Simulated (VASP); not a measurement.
# W (a cell with a defect) in VASP: a series of runs, part 2 of 2

VASP 6.6.1.

### Step 4. Single point, PBE+D3(BJ)

Input file INCAR:

```
PREC     = Accurate       # precision mode
ENCUT    = 520            # plane-wave cutoff, eV
EDIFF    = 1E-6           # SCF threshold, eV
ISMEAR   = 0              # smearing method
SIGMA    = 0.1            # smearing width, eV
LREAL    = Auto         
LASPH    = T              # aspherical terms in the spheres
NELM     = 80             # most SCF steps
ALGO     = Normal         # electronic algorithm
ISIF     = 2              # what is computed and relaxed
LWAVE    = F              # write WAVECAR
LCHARG   = T              # write CHGCAR
GGA      = PE             # functional
IVDW     = 12             # dispersion correction
LELF     = T              # ELF
LVHAR    = T            
NBANDS   = 118            # bands
```

Input file KPOINTS:

```
Automatic mesh
0
Gamma
  3 3 3
```

Input file POSCAR:

```
W
1.0
    6.3200000000      0.0000000000      0.0000000000
    0.0000000000      6.3200000000      0.0000000000
    0.0000000000      0.0000000000      6.3200000000
W
15
Direct
    0.2475193038     -0.2475193038     -0.2475193038
    0.5000000000      0.0000000000      0.0000000000
    0.0000000000      0.5000000000      0.0000000000
    0.0000000000      0.0000000000      0.5000000000
    0.2475193038      0.2475193038      0.2475193038
    0.5000000000      0.5000000000      0.0000000000
    0.5000000000      0.0000000000      0.5000000000
    0.7524806962      0.2475193038      0.2475193038
    0.0000000000      0.5000000000      0.5000000000
    0.2475193038      0.7524806962      0.2475193038
    0.2475193038      0.2475193038      0.7524806962
    0.5000000000      0.5000000000      0.5000000000
    0.7524806962      0.7524806962      0.2475193038
    0.7524806962      0.2475193038      0.7524806962
    0.7524806962      0.7524806962      0.7524806962
```

Potentials or basis: VASP PAW PBE potentials, release 64 (W_sv).

Command:

```sh
> cat potpaw_PBE.64/W_sv/POTCAR > POTCAR
> mpirun -np 1 vasp_std > vasp.out
```

OUTCAR:

```text
PREC = Accurate
   ENCUT = 520
   EDIFF = 1E-6
   ISMEAR = 0
   LREAL = Auto
   LASPH = T
   NELM = 80
   ISIF = 2
   GGA = PE
   IVDW = 12
 IVDW          = 12

 ion  position               nearest neighbor table
   1  0.248  0.752  0.752-   2 2.73   3 2.73   4 2.73   6 2.75   7 2.75   9 2.75  12 2.76  11 3.13
                            10 3.13  15 3.13  15 3.19  10 3.19  11 3.19
   2  0.500  0.000  0.000-   1 2.73   5 2.73   8 2.73  10 2.73  11 2.73  13 2.73  14 2.73  15 2.73
                             6 3.16   7 3.16   7 3.16   6 3.16
   3  0.000  0.500  0.000-   1 2.73   5 2.73   8 2.73  10 2.73  11 2.73  13 2.73  14 2.73  15 2.73
                             9 3.16   6 3.16   9 3.16   6 3.16
   4  0.000  0.000  0.500-   1 2.73   5 2.73   8 2.73  10 2.73  11 2.73  13 2.73  14 2.73  15 2.73
                             9 3.16   7 3.16   9 3.16   7 3.16
   5  0.248  0.248  0.248-   2 2.73   3 2.73   4 2.73   6 2.75   7 2.75   9 2.75  12 2.76  10 3.13
                            11 3.13   8 3.13  10 3.19  11 3.19   8 3.19
   6  0.500  0.500  0.000-   1 2.75   5 2.75   8 2.75  10 2.75  11 2.75  13 2.75  14 2.75  15 2.75
                             2 3.16   3 3.16  12 3.16  12 3.16   2 3.16   3 3.16
   7  0.500  0.000  0.500-   1 2.75   5 2.75   8 2.75  10 2.75  11 2.75  13 2.75  14 2.75  15 2.75
                             2 3.16   4 3.16  12 3.16   2 3.16  12 3.16   4 3.16
   8  0.752  0.248  0.248-   2 2.73   3 2.73   4 2.73   6 2.75   7 2.75   9 2.75  12 2.76   5 3.13
                            13 3.13  14 3.13  13 3.19  14 3.19   5 3.19
   9  0.000  0.500  0.500-   1 2.75   5 2.75   8 2.75  10 2.75  11 2.75  13 2.75  14 2.75  15 2.75
                             3 3.16   4 3.16  12 3.16   3 3.16   4 3.16  12 3.16
  10  0.248  0.752  0.248-   2 2.73   3 2.73   4 2.73   6 2.75   7 2.75   9 2.75  12 2.76   1 3.13
                             5 3.13  13 3.13  13 3.19   1 3.19   5 3.19
  11  0.248  0.248  0.752-   2 2.73   3 2.73   4 2.73   6 2.75   7 2.75   9 2.75  12 2.76   1 3.13
                             5 3.13  14 3.13  14 3.19   1 3.19   5 3.19
  12  0.500  0.500  0.500-   1 2.76   5 2.76   8 2.76  10 2.76  11 2.76  13 2.76  14 2.76  15 2.76
                             9 3.16   7 3.16   6 3.16   6 3.16   7 3.16   9 3.16
  13  0.752  0.752  0.248-   2 2.73   3 2.73   4 2.73   6 2.75   7 2.75   9 2.75  12 2.76  10 3.13
                             8 3.13  15 3.13  15 3.19   8 3.19  10 3.19
  14  0.752  0.248  0.752-   2 2.73   3 2.73   4 2.73   6 2.75   7 2.75   9 2.75  12 2.76  11 3.13
                             8 3.13  15 3.13  15 3.19   8 3.19  11 3.19
  15  0.752  0.752  0.752-   2 2.73   3 2.73   4 2.73   6 2.75   7 2.75   9 2.75  12 2.76   1 3.13
                            13 3.13  14 3.13  13 3.19  14 3.19   1 3.19

  LATTYP: Found a simple cubic cell.
 ALAT       =     6.3200000000

  Lattice vectors:

 A1 = (   6.3200000000,   0.0000000000,   0.0000000000)
 A2 = (   0.0000000000,   6.3200000000,   0.0000000000)
 A3 = (   0.0000000000,   0.0000000000,   6.3200000000)

Analysis of symmetry for initial positions (statically):
=====================================================================
 Subroutine PRICEL returns:
 Original cell was already a primitive cell.

 Routine SETGRP: Setting up the symmetry group for a
 simple cubic supercell.

 Subroutine GETGRP returns: Found 48 space group operations
 (whereof 48 operations were pure point group operations)
 out of a pool of 48 trial point group operations.

The static configuration has the point symmetry O_h .

Analysis of symmetry for dynamics (positions and initial velocities):
=====================================================================
 Subroutine PRICEL returns:
 Original cell was already a primitive cell.

 Routine SETGRP: Setting up the symmetry group for a
 simple cubic supercell.

[... 108 lines left out ...]
   NELM   =     80;   NELMIN=  2; NELMDL= -5     # of ELM steps
   EDIFF  = 0.1E-05   stopping-criterion for ELM
   LREAL  =      T    real-space projection
   EDIFFG = 0.1E-04   stopping-criterion for IOM
   NSW    =      0    number of steps for IOM
   IBRION =     -1    ionic relax: 0-MD 1-quasi-New 2-CG
   NFREE  =      0    steps in history (QN), initial steepest desc. (CG)
   ISIF   =      2    stress and relaxation
   ISYM   =      2    0-nonsym 1-usesym 2-fastsym
   POTIM  = 0.5000    time-step for ionic-motion
   TEBEG  =    0.0;   TEEND  =   0.0 temperature during run
   PSTRESS=    0.0 pullay stress
   NELECT =     210.0000    total number of electrons
   NUPDOWN=      -1.0000    fix difference up-down
   EMIN   =  10.00;   EMAX   =-10.00  energy-range for DOS
   EFERMI =   0.00;   METHOD = LEGACY
   ISMEAR =     0;   SIGMA  =   0.10  broadening in eV -4-tet -1-fermi 0-gaus
   EFERMI_NEDOS =   21; number of points for ismear=-14 and -15
   IALGO  =     38    algorithm
   IMIX   =      4    mixing-type and parameters
     AMIX     =   0.40;   BMIX     =  1.00
     AMIX_MAG =   1.60;   BMIX_MAG =  1.00
  volume/ion in A,a.u.               =      16.83       113.57
  Fermi-wavevector in a.u.,A,eV,Ry     =   1.539681  2.909576 32.254225  2.370619
  Thomas-Fermi vector in A             =   2.645875
   LORBIT       =      0    0 simple, 1 ext, 2 COOP (PROOUT), +10 PAW based schemes
   GGA     = PE    functional components
   LHFCALC =     F    Hartree Fock is set to
   AEXX    =    0.0000 exact exchange contribution
   IVDW    =    12    specifies the selected vdW correction
   LEPSILON=     F    determine dielectric tensor
   LRPA    =     F    only Hartree local field effects (RPA)
 non-spin polarized calculation
 Gauss-broadening in eV      SIGMA  =   0.10
  energy-cutoff  :      520.00
  volume of cell :      252.44
 maximum number of plane-waves:      6859
 NGX is ok and might be reduce to    48
   NGX = 23   NGY = 23   NGZ = 23

 number of electron     210.0000004 magnetization

 Free energy of the ion-electron system (eV)
  ---------------------------------------------------
  ext. energy  EPLUGINS =         0.00000000
  ---------------------------------------------------
  free energy    TOTEN  =      -190.84572507 eV

  energy without entropy =     -190.77396293  energy(sigma->0) =     -190.80984400

 E-fermi :  10.2397     XC(G=0): -13.2203

 val. band max:       10.1858072859   @ k =   0.0000   0.0000   0.0000
 cond. band min:      10.2525852121   @ k =   0.3333   0.3333   0.0000
 fundamental gap:      0.0667779261
 Fermi energy:        10.2396844169

 k-point     1 :       0.0000    0.0000    0.0000
  band No.  band energies     occupation
      1     -63.6467      2.00000
      2     -63.5734      2.00000
      3     -63.5734      2.00000
      4     -63.5734      2.00000
      5     -63.5642      2.00000
      6     -63.5642      2.00000
[... 469 lines left out ...]
    116      12.6341      0.00000
    117      12.6366      0.00000
 [bands above 117 left out]

------------------------ aborting loop because EDIFF is reached ----------------------------------------

 Edisp (eV)   -9.80575

 E8    (eV) :    -5.0261

  FORCE on cell =-STRESS in cart. coord.  units (eV):
  Direction    XX          YY          ZZ          XY          YZ          ZX
  --------------------------------------------------------------------------------------
  -------------------------------------------------------------------------------------
  Total     -10.24060   -10.24060   -10.24060     0.00000     0.00000    -0.00000
  in kB     -64.99572   -64.99572   -64.99572     0.00000     0.00000    -0.00000
  external pressure =      -65.00 kB  Pullay stress =        0.00 kB

 VOLUME and BASIS-vectors are now :
 -----------------------------------------------------------------------------
  energy-cutoff  :      520.00
  volume of cell :      252.44
      direct lattice vectors                 reciprocal lattice vectors
     6.320000000  0.000000000  0.000000000     0.158227848  0.000000000  0.000000000
     0.000000000  6.320000000  0.000000000     0.000000000  0.158227848  0.000000000
     0.000000000  0.000000000  6.320000000     0.000000000  0.000000000  0.158227848

 POSITION                                       TOTAL-FORCE (eV/Angst)
 -----------------------------------------------------------------------------------
      1.56432      4.75568      4.75568        -0.011881      0.011881      0.011881
      3.16000      0.00000      0.00000         0.000000      0.000000      0.000000
      0.00000      3.16000      0.00000         0.000000      0.000000      0.000000
      0.00000      0.00000      3.16000         0.000000      0.000000      0.000000
      1.56432      1.56432      1.56432        -0.011881     -0.011881     -0.011881
      3.16000      3.16000      0.00000         0.000000      0.000000      0.000000
      3.16000      0.00000      3.16000         0.000000      0.000000      0.000000
      4.75568      1.56432      1.56432         0.011881     -0.011881     -0.011881
      0.00000      3.16000      3.16000         0.000000      0.000000      0.000000
      1.56432      4.75568      1.56432        -0.011881      0.011881     -0.011881
      1.56432      1.56432      4.75568        -0.011881     -0.011881      0.011881
      3.16000      3.16000      3.16000         0.000000      0.000000      0.000000
      4.75568      4.75568      1.56432         0.011881      0.011881     -0.011881
      4.75568      1.56432      4.75568         0.011881     -0.011881      0.011881
      4.75568      4.75568      4.75568         0.011881      0.011881      0.011881
 -----------------------------------------------------------------------------------
    total drift:                                0.000000      0.000000      0.000000

  FREE ENERGIE OF THE ION-ELECTRON SYSTEM (eV)
  ---------------------------------------------------
  free  energy   TOTEN  =      -200.6514778211 eV

  energy  without entropy=     -200.5797156763  energy(sigma->0) =     -200.61559675
```

Wall time 2.9 min (1 thread of Intel Xeon Platinum 8375C at 2.90GHz (Ice Lake), shared host); peak memory 0.36 GiB.

What came out:

- Free energy: -200.6515 eV
- Pressure: -6.5 GPa
- Largest force: 0.021 eV/Å
- Band gap on the k mesh: zero (bands 105 and 106 overlap by 0.01 eV)
- Dispersion energy per atom: -0.654 eV

Forces on the atoms (eV/Å):
```
W   -0.012  0.012  0.012
W    0.000  0.000  0.000
W    0.000  0.000  0.000
W    0.000  0.000  0.000
W   -0.012 -0.012 -0.012
W    0.000  0.000  0.000
W    0.000  0.000  0.000
W    0.012 -0.012 -0.012
W    0.000  0.000  0.000
W   -0.012  0.012 -0.012
W   -0.012 -0.012  0.012
W    0.000  0.000  0.000
W    0.012  0.012 -0.012
W    0.012 -0.012  0.012
W    0.012  0.012  0.012
```

Levels at points of the mesh, in eV from the Fermi level:
```
           k point  band 101  band 102  band 103  band 104  band 105  band 106  band 107  band 108  band 109  band 110
(0.00, 0.00, 0.00)     -0.14     -0.14     -0.05     -0.05     -0.05      1.07      1.07      1.07      1.13      1.13
```

Caveat: spin-orbit coupling is left out, which moves the levels of the heavy elements.

The gap in the log of VASP goes by the Fermi energy; the results here count the filled bands.